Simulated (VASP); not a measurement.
Here is a VASP 6.6.1 calculation.

Contents of INCAR:

```
ALGO = Normal ; EDIFF = 1E-6
ENCUT = 600 ; GGA = PS
GGA_COMPAT = F ; ISIF = 2
ISMEAR = -1 ; LASPH = T
LCHARG = T ; LELF = T
LREAL = F ; LVHAR = T
LWAVE = F ; NBANDS = 11
NELM = 120 ; PREC = Accurate
SIGMA = 0.15
```

The input KPOINTS:

```
k-points
0
Gamma
  14 14 14
```

File POSCAR:

```
C
1.0
    1.2579923738      0.7263022395      3.4286778843
   -1.2579923738      0.7263022395      3.4286778843
    0.0000000000     -1.4526044687      3.4286778843
C
2
Direct
    0.8360000000      0.8360000000      0.8360000000
    0.1640000000      0.1640000000      0.1640000000
```

Potentials or basis: VASP PAW PBE potentials, release 64 (C).

Run with:

```sh
$ cat potpaw_PBE.64/C/POTCAR > POTCAR
$ mpirun -np 1 vasp_std > vasp.out
```

Task: Predict the largest force.

Result: 0.896 eV/Å.

Task: Predict the pressure.

Result: -16.8 GPa.

Task: Predict the band gap on the k mesh.

Result: 0.55 eV, direct.

Stress tensor (GPa, compression positive):
```
-25.22   0.00   0.00
  0.00 -25.22   0.00
  0.00   0.00   0.06
```

Caveat: the PAW data sets were made with another functional, which shifts forces and pressure a little. A k mesh can miss the band edges.
